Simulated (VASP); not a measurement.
# CaSe in VASP: a series of runs

The runs below take CaSe through single point, with PBE, r2SCAN.

All numbers are computed with VASP 6.6.1; they aren't measurements. Logs are shortened: lines on timing, memory, paths and dates and some standing lists are left out, and cuts for length are marked.

## 1. The cell of the first run

The structure is tetragonal, space group I4/mmm (No. 139). The conventional cell has a = 4.069 Å, b = 4.069 Å, c = 5.996 Å, α = 90.00°, β = 90.00°, γ = 90.00°. Ca (site symmetry 4/mmm) has 6 Se at 2.88 to 3.00 Å within 3.8 Å. Within 3.8 Å of Se (site symmetry 4/mmm) lie 6 Ca at 2.88 to 3.00 Å.

## 2. Single point, PBE (epitaxial xy strain -3.0%)

File INCAR:

```
PREC = Accurate
ENCUT = 520
EDIFF = 1E-6
ISMEAR = -1
SIGMA = 0.02
LREAL = False
LASPH = True
NELM = 80
ALGO = Normal
ISIF = 2
LWAVE = False
LCHARG = True
GGA = PE
LELF = True
LVHAR = True
NBANDS = 15
```

File KPOINTS:

```
Automatic mesh
0
Gamma
  8 8 8
```

File POSCAR:

```
CaSe
1.0
    0.0000000000      2.8773220443      2.9979303704
    2.8773220443      0.0000000000      2.9979303704
    2.8773220443      2.8773220443      0.0000000000
Ca Se
1 1
Direct
    0.0000000000      0.0000000000      0.0000000000
    0.5000000000      0.5000000000      0.5000000000
```

Potentials or basis: VASP PAW PBE potentials, release 64 (Ca_sv, Se).

Run with:

```
$ cat potpaw_PBE.64/Ca_sv/POTCAR potpaw_PBE.64/Se/POTCAR > POTCAR
$ mpirun -np 1 vasp_std > vasp.out
```

OUTCAR:

```text
PREC = Accurate
   ENCUT = 520
   EDIFF = 1E-6
   ISMEAR = -1
   LREAL = False
   LASPH = True
   NELM = 80
   ISIF = 2
   GGA = PE

 ion  position               nearest neighbor table
   1  0.000  0.000  0.000-   2 2.88   2 2.88   2 2.88   2 2.88
   2  0.500  0.500  0.500-   1 2.88   1 2.88   1 2.88   1 2.88

  LATTYP: Found a body centered tetragonal cell.
 ALAT       =     4.0691478584
 C/A-ratio  =     1.4734929645

  Lattice vectors:

 A1 = (  -2.8773220443,   0.0000000000,   2.9979303704)
 A2 = (   2.8773220443,   0.0000000000,   2.9979303704)
 A3 = (   0.0000000000,   2.8773220443,  -2.9979303704)

Analysis of symmetry for initial positions (statically):
=====================================================================
 Subroutine PRICEL returns:
 Original cell was already a primitive cell.

 Routine SETGRP: Setting up the symmetry group for a
 body centered tetragonal supercell.

 Subroutine GETGRP returns: Found 16 space group operations
 (whereof 16 operations were pure point group operations)
 out of a pool of 16 trial point group operations.

The static configuration has the point symmetry D_4h.

Analysis of symmetry for dynamics (positions and initial velocities):
=====================================================================
 Subroutine PRICEL returns:
 Original cell was already a primitive cell.

 Routine SETGRP: Setting up the symmetry group for a
 body centered tetragonal supercell.

 Subroutine GETGRP returns: Found 16 space group operations
 (whereof 16 operations were pure point group operations)
 out of a pool of 16 trial point group operations.

The dynamic configuration has the point symmetry D_4h.

 Subroutine INISYM returns: Found 16 space group operations
 (whereof 16 operations are pure point group operations),
 and found     1 'primitive' translations

----------------------------------------------------------------------------------------

                                     Primitive cell

  volume of cell :      49.6396

  direct lattice vectors                    reciprocal lattice vectors
     0.000000000  2.877322044  2.997930370    -0.173772693  0.173772693  0.166781725
     2.877322044  0.000000000  2.997930370     0.173772693 -0.173772693  0.166781725
     2.877322044  2.877322044  0.000000000     0.173772693  0.173772693 -0.166781725

  length of vectors
     4.155306084  4.155306084  4.069147858     0.297001753  0.297001753  0.297001753

  position of ions in fractional coordinates (direct lattice)
     0.000000000  0.000000000  0.000000000
     0.500000000  0.500000000  0.500000000

  ion indices of the primitive-cell ions
   primitive index   ion index
                 1           1
                 2           2

----------------------------------------------------------------------------------------

 KPOINTS: Automatic mesh

Automatic generation of k-mesh.
 Grid dimensions read from file:
 generate k-points for:    8    8    8

 Generating k-lattice:

  Cartesian coordinates                     Fractional coordinates (reciprocal lattice)
    -0.021721587  0.021721587  0.020847716     0.125000000 -0.000000000  0.000000000
     0.021721587 -0.021721587  0.020847716    -0.000000000  0.125000000  0.000000000
     0.021721587  0.021721587 -0.020847716     0.000000000  0.000000000  0.125000000

  Length of vectors
     0.037125219  0.037125219  0.037125219

  Shift w.r.t. Gamma in fractional coordinates (k-lattice)
     0.000000000  0.000000000  0.000000000

 Subroutine IBZKPT returns following result:
 ===========================================

 Found     59 irreducible k-points:

 Following reciprocal coordinates:
            Coordinates               Weight
  0.000000  0.000000  0.000000      1.000000
  0.125000 -0.000000  0.000000      8.000000
  0.250000 -0.000000  0.000000      8.000000
  0.375000 -0.000000  0.000000      8.000000
  0.500000 -0.000000  0.000000      4.000000
  0.125000  0.125000  0.000000      2.000000
[... 16 lines left out ...]
  0.250000 -0.000000  0.125000     16.000000
  0.375000  0.000000  0.125000     16.000000
 [... further k-points ...]
   k-points           NKPTS =     59   k-points in BZ     NKDIM =     59   number of bands    NBANDS=     15
   number of dos      NEDOS =    301   number of ions     NIONS =      2
   total plane-waves  NPLWV =  30720
   dimension x,y,z NGX =    32 NGY =   32 NGZ =   30
   dimension x,y,z NGXF=    64 NGYF=   64 NGZF=   60
   ions per type =               1   1
   NGX,Y,Z   is equivalent  to a cutoff of  12.80, 12.80, 12.26 a.u.
   NGXF,Y,Z  is equivalent  to a cutoff of  25.61, 25.61, 24.51 a.u.
 SYSTEM =  unknown system
   PREC   = accura    normal or accurate (medium, high low for compatibility)
   ISTART =      0    job   : 0-new  1-cont  2-samecut
   ICHARG =      2    charge: 1-file 2-atom 10-const
   ISPIN  =      1    spin polarized calculation?
   LNONCOLLINEAR =      F non collinear calculations
   LSORBIT =      F    spin-orbit coupling
   LASPH  =      T    aspherical Exc in radial PAW
   ENCUT  =  520.0 eV  38.22 Ry    6.18 a.u.   7.73  7.73  7.57*2*pi/ulx,y,z
   NELM   =     80;   NELMIN=  2; NELMDL= -5     # of ELM steps
   EDIFF  = 0.1E-05   stopping-criterion for ELM
   LREAL  =      F    real-space projection
   EDIFFG = 0.1E-04   stopping-criterion for IOM
   NSW    =      0    number of steps for IOM
   IBRION =     -1    ionic relax: 0-MD 1-quasi-New 2-CG
   NFREE  =      0    steps in history (QN), initial steepest desc. (CG)
   ISIF   =      2    stress and relaxation
   ISYM   =      2    0-nonsym 1-usesym 2-fastsym
   POTIM  = 0.5000    time-step for ionic-motion
   TEBEG  =    0.0;   TEEND  =   0.0 temperature during run
   PSTRESS=    0.0 pullay stress
   NELECT =      16.0000    total number of electrons
   NUPDOWN=      -1.0000    fix difference up-down
   EMIN   =  10.00;   EMAX   =-10.00  energy-range for DOS
   EFERMI =   0.00;   METHOD = LEGACY
   ISMEAR =    -1;   SIGMA  =   0.02  broadening in eV -4-tet -1-fermi 0-gaus
   EFERMI_NEDOS =   21; number of points for ismear=-14 and -15
   IALGO  =     38    algorithm
   IMIX   =      4    mixing-type and parameters
     AMIX     =   0.40;   BMIX     =  1.00
     AMIX_MAG =   1.60;   BMIX_MAG =  1.00
  volume/ion in A,a.u.               =      24.82       167.49
  Fermi-wavevector in a.u.,A,eV,Ry     =   1.122463  2.121147 17.142293  1.259923
  Thomas-Fermi vector in A             =   2.259123
   LORBIT       =      0    0 simple, 1 ext, 2 COOP (PROOUT), +10 PAW based schemes
   GGA     = PE    functional components
   LHFCALC =     F    Hartree Fock is set to
   AEXX    =    0.0000 exact exchange contribution
   IVDW    =     0    specifies the selected vdW correction
   LEPSILON=     F    determine dielectric tensor
   LRPA    =     F    only Hartree local field effects (RPA)
 non-spin polarized calculation
  energy-cutoff  :      520.00
  volume of cell :       49.64
 maximum number of plane-waves:      1355
   NGX = 15   NGY = 15   NGZ = 15

 number of electron      15.9999999 magnetization

 Free energy of the ion-electron system (eV)
  ---------------------------------------------------
  ext. energy  EPLUGINS =         0.00000000
  ---------------------------------------------------
  free energy    TOTEN  =        -9.42902242 eV

  energy without entropy =       -9.42902242  energy(sigma->0) =       -9.42902242

 E-fermi :   3.2079     XC(G=0):  -9.3295

 val. band max:        2.7528925222   @ k =   0.0000   0.0000   0.0000
 cond. band min:       4.6560867304   @ k =   0.5000   0.0000   0.5000
 fundamental gap:      1.9031942081
 Fermi energy:         3.2079093200

 k-point     1 :       0.0000    0.0000    0.0000
  band No.  band energies     occupation
      1     -36.8773      2.00000
      2     -17.8868      2.00000
      3     -17.8775      2.00000
      4     -17.8775      2.00000
      5      -9.2116      2.00000
      6       2.7175      2.00000
      7       2.7529      2.00000
      8       2.7529      2.00000
      9       6.1941      0.00000
     10       6.2430      0.00000
     11       6.5275      0.00000
     12       6.5275      0.00000
     13       7.0982      0.00000
     14       7.1128      0.00000
     15      12.5197      0.00000

 k-point     2 :       0.1250   -0.0000    0.0000
  band No.  band energies     occupation
      1     -36.8761      2.00000
      2     -17.9023      2.00000
      3     -17.8853      2.00000
      4     -17.8781      2.00000
      5      -9.1073      2.00000
      6       1.9431      2.00000
      7       2.4630      2.00000
      8       2.4905      2.00000
      9       6.3483      0.00000
     10       6.5922      0.00000
     11       6.7364      0.00000
     12       7.0735      0.00000
     13       7.5634      0.00000
     14       7.6272      0.00000
     15      12.7417      0.00000

 k-point     3 :       0.2500   -0.0000    0.0000
  band No.  band energies     occupation
      1     -36.8730      2.00000
      2     -17.9522      2.00000
      3     -17.8907      2.00000
      4     -17.8797      2.00000
      5      -8.8422      2.00000
      6       0.6471      2.00000
      7       1.9624      2.00000
      8       1.9912      2.00000
      9       6.4887      0.00000
     10       7.1524      0.00000
     11       7.2554      0.00000
     12       8.2931      0.00000
     13       8.6490      0.00000
     14       8.8907      0.00000
     15      12.3197      0.00000
[... 343 lines left out ...]
 k-point    23 :       0.2500   -0.0000    0.1250
  band No.  band energies     occupation
      1     -36.8730      2.00000
      2     -17.9372      2.00000
      3     -17.8961      2.00000
      4     -17.8868      2.00000
      5      -8.8715      2.00000
      6       0.8088      2.00000
      7       2.0162      2.00000
      8       2.1186      2.00000
      9       6.0810      0.00000
     10       7.0727      0.00000
     11       7.3584      0.00000
     12       7.8339      0.00000
     13       7.9620      0.00000
     14       9.8941      0.00000
     15      12.6286      0.00000

 k-point    24 :       0.3750    0.0000    0.1250
  band No.  band energies     occupation
      1     -36.8700      2.00000
      2     -17.9841      2.00000
      3     -17.9008      2.00000
      4     -17.8890      2.00000
      5      -8.6119      2.00000
      6      -0.0412      2.00000
      7       1.5195      2.00000
      8       1.7177      2.00000
      9       6.4099      0.00000
     10       7.8596      0.00000
     11       8.0300      0.00000
     12       8.5902      0.00000
     13       8.9149      0.00000
     14      10.3344      0.00000
     15      11.7773      0.00000

 [... further k-points ...]

------------------------ aborting loop because EDIFF is reached ----------------------------------------

  FORCE on cell =-STRESS in cart. coord.  units (eV):
  Direction    XX          YY          ZZ          XY          YZ          ZX
  --------------------------------------------------------------------------------------
  -------------------------------------------------------------------------------------
  Total        1.6708174      1.6708174      0.2680508      0.0000000      0.0000000      0.0000000
  in kB       53.9275987     53.9275987      8.6516547      0.0000000      0.0000000      0.0000000
  external PRESSURE =      38.8356173 kB  Pullay stress =       0.0000000 kB

 VOLUME and BASIS-vectors are now :
 -----------------------------------------------------------------------------
  energy-cutoff  :      520.00
  volume of cell :       49.64
      direct lattice vectors                 reciprocal lattice vectors
     0.000000000  2.877322044  2.997930370    -0.173772693  0.173772693  0.166781725
     2.877322044  0.000000000  2.997930370     0.173772693 -0.173772693  0.166781725
     2.877322044  2.877322044  0.000000000     0.173772693  0.173772693 -0.166781725

 POSITION                                       TOTAL-FORCE (eV/Angst)
 -----------------------------------------------------------------------------------
      0.00000      0.00000      0.00000        -0.000000     -0.000000      0.000000
      2.87732      2.87732      2.99793         0.000000      0.000000      0.000000
 -----------------------------------------------------------------------------------
    total drift:                                0.000000     -0.000000     -0.000000

  FREE ENERGIE OF THE ION-ELECTRON SYSTEM (eV)
  ---------------------------------------------------
  free  energy   TOTEN  =        -9.4290224154 eV

  energy  without entropy=       -9.4290224154  energy(sigma->0) =       -9.42902242
```

Wall time 36 s (1 thread of Intel Xeon Platinum 8259CL at 2.50GHz (Skylake/Cascade Lake), shared host); peak memory 0.2 GiB.

What came out:

* Free energy: -9.4290 eV
* Pressure: 3.9 GPa
* Band gap on the k mesh: 1.90 eV (least direct gap 2.80 eV)

Levels at points of the mesh, in eV from the valence-band top:
| k point | band 5 | band 6 | band 7 | band 8 | band 9 | band 10 | band 11 | band 12 |
| --- | --- | --- | --- | --- | --- | --- | --- | --- |
| (0.00, 0.00, 0.00) | -11.96 | -0.04 | 0.00 | 0.00 | 3.44 | 3.49 | 3.77 | 3.77 |
| (0.50, 0.00, 0.00) | -11.18 | -3.46 | -1.32 | -1.30 | 4.56 | 5.56 | 5.58 | 5.66 |
| (0.50, 0.50, 0.00) | -11.37 | -2.73 | -0.88 | -0.88 | 1.92 | 5.04 | 5.30 | 6.16 |
| (0.50, 0.00, 0.50) | -11.32 | -2.59 | -1.08 | -0.99 | 1.90 | 5.01 | 5.33 | 6.07 |

Caveat: the cell differs from its parent crystal (epitaxial xy strain -3.0%); the cell stands under pressure.

## 3. Single point, r2SCAN (epitaxial xy strain -3.0%)

POSCAR is that of step 2.

File INCAR.step1:

```
PREC = Accurate ; ENCUT = 520
ISMEAR = 0 ; SIGMA = 0.01
LREAL = False ; LASPH = True
NELM = 60 ; NBANDS = 15
GGA = PE ; ALGO = Normal
EDIFF = 1E-4 ; LWAVE = True
LCHARG = False
```

File INCAR.step2:

```
PREC = Accurate ; ENCUT = 520
EDIFF = 1E-6 ; ISMEAR = 0
SIGMA = 0.01 ; LREAL = False
LASPH = True ; NELM = 60
ALGO = Normal ; ISIF = 2
LWAVE = False ; LCHARG = False
METAGGA = R2SCAN ; LMIXTAU = True
NBANDS = 15 ; ISTART = 1
```

File KPOINTS:

```
regular mesh
0
Gamma
  8 8 8
```

Potentials or basis: VASP PAW PBE potentials, release 64 (Ca_sv, Se).

Run with:

```
$ cat potpaw_PBE.64/Ca_sv/POTCAR potpaw_PBE.64/Se/POTCAR > POTCAR
$ cp INCAR.step1 INCAR
$ mpirun -np 1 vasp_std > vasp.out
$ cp INCAR.step2 INCAR
$ mpirun -np 1 vasp_std > vasp.out
```

It took 2.6 min on 1 thread of Intel Xeon Platinum 8259CL at 2.50GHz (Skylake/Cascade Lake), shared host; peak memory 0.2 GiB.

Results (log left out):

```
Free energy            : -25.9299 eV
Pressure               : 3.5 GPa
Band gap on the k mesh : 2.37 eV (least direct gap 3.28 eV)
```

Stress tensor (GPa, compression positive):
```
5.13 0.00 0.00
0.00 5.13 0.00
0.00 0.00 0.26
```

Levels at points of the mesh, in eV from the valence-band top:
```tsv
k point	band 6	band 7	band 8	band 9	band 10	band 11
(0.00, 0.00, 0.00)	-0.04	0.00	0.00	4.00	4.19	4.29
(0.50, 0.00, 0.00)	-3.46	-1.32	-1.29	5.17	6.17	6.20
(0.50, 0.50, 0.00)	-2.76	-0.89	-0.89	2.39	5.61	6.07
(0.50, 0.00, 0.50)	-2.62	-1.09	-1.01	2.37	5.63	6.05
```

Caveat: the cell differs from its parent crystal (epitaxial xy strain -3.0%); the cell stands under pressure; the PAW data sets were made with another functional, which shifts forces and pressure a little.

(Part 1 of 2 ends here.)
